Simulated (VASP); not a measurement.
A run of VASP 6.6.1 is set up as follows.

Contents of INCAR:

```
SYSTEM = TaN
  ALGO = Normal
  EDIFF = 1E-6
  ENCUT = 520
  GGA = PE
  ISIF = 2
  ISMEAR = 0
  LASPH = .TRUE.
  LCHARG = .TRUE.
  LELF = .TRUE.
  LREAL = .FALSE.
  LVHAR = .TRUE.
  LWAVE = .FALSE.
  NBANDS = 24
  NELM = 80
  PREC = Accurate
  SIGMA = 0.15
```

Contents of KPOINTS:

```
k-points
0
G
  18 18 8
  0 0 0
```

File POSCAR:

```
TaN
1.0
    2.9014308152      0.0000000000      0.0000000000
   -1.4507154076      2.5127127932      0.0000000000
    0.0000000000      0.0000000000      6.3375953295
Ta N
2 2
Direct
    0.3333333333      0.6666666667      0.0304880884
    0.6666666667      0.3333333333      0.5304880884
    0.3333333333      0.6666666667      0.3545119116
    0.6666666667      0.3333333333      0.8545119116
```

Potentials or basis: VASP PAW PBE potentials, release 64 (Ta_pv, N).

Run with:

```sh
$ cat potpaw_PBE.64/Ta_pv/POTCAR potpaw_PBE.64/N/POTCAR > POTCAR
$ mpirun -np 1 vasp_std > vasp.out
```

Question: Estimate the largest force.

Answer: 2.676 eV/Å.

Question: What does it give for the band gap on the k mesh?

Answer: Zero (bands 16 and 17 overlap by 0.11 eV).

Question: Estimate the pressure.

Answer: 38.0 GPa.

Forces on the atoms (eV/Å):
```
Ta   0.000  0.000  2.676
Ta   0.000  0.000  2.676
N    0.000  0.000 -2.676
N    0.000  0.000 -2.676
```

Caveat: the cell stands under pressure; spin-orbit coupling is left out, which moves the levels of the heavy elements; forces of over 1 eV/Å act on the atoms, so gaps and moduli don't describe the material at rest.
